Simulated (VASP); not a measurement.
Crystal: Ga.

```xyz
2
Lattice="3.0261 0.0000 0.0000 -1.5131 2.6207 0.0000 0.0000 0.0000 4.9417" Properties=species:S:1:pos:R:3 pbc="T T T"
Ga    0.0000    1.7471    1.2354
Ga    1.5131    0.8736    3.7062
```

This isn't the form of Ga at room conditions, which is orthorhombic.

- Program: VASP 6.6.1
- Task: relaxation of cell and atoms
- Functional: LDA
- Potentials or basis: VASP PAW LDA potentials, release 64 (Ga_d)
- Cutoff: 600 eV
- k mesh: 12 × 12 × 7
- Occupations: fermi-dirac, width 0.1 eV
- Spin: no spin polarisation

At the start: pressure -6.0 GPa; volume 19.59 Å³/atom.

Where does the relaxation end?

Over 6 steps the energy falls by 51.0 meV/atom and the volume is 17.28 Å³/atom (-11.8 %); space group P6_3/mmc (No. 194, to 0.1 Å) before and after.

The path:
```csv
step,energy change (eV),largest force (eV/Å),pressure (GPa),volume (Å³)
1,0.0000,0.0000,-6.04,39.19
2,-0.0975,0.0000,-1.14,35.15
3,-0.0997,0.0000,0.20,34.47
4,-0.0997,0.0000,-0.09,34.56
5,-0.1006,0.0000,-0.04,34.56
6,-0.1021,0.0000,0.05,34.56
```

Final structure:
```
Ga
1.0
     2.93244    0.00000    0.00000
    -1.46622    2.53957    0.00000
     0.00000    0.00000    4.64109
Ga
2
Cartesian
  0.0000 1.6930 1.1603
  1.4662 0.8465 3.4808
```
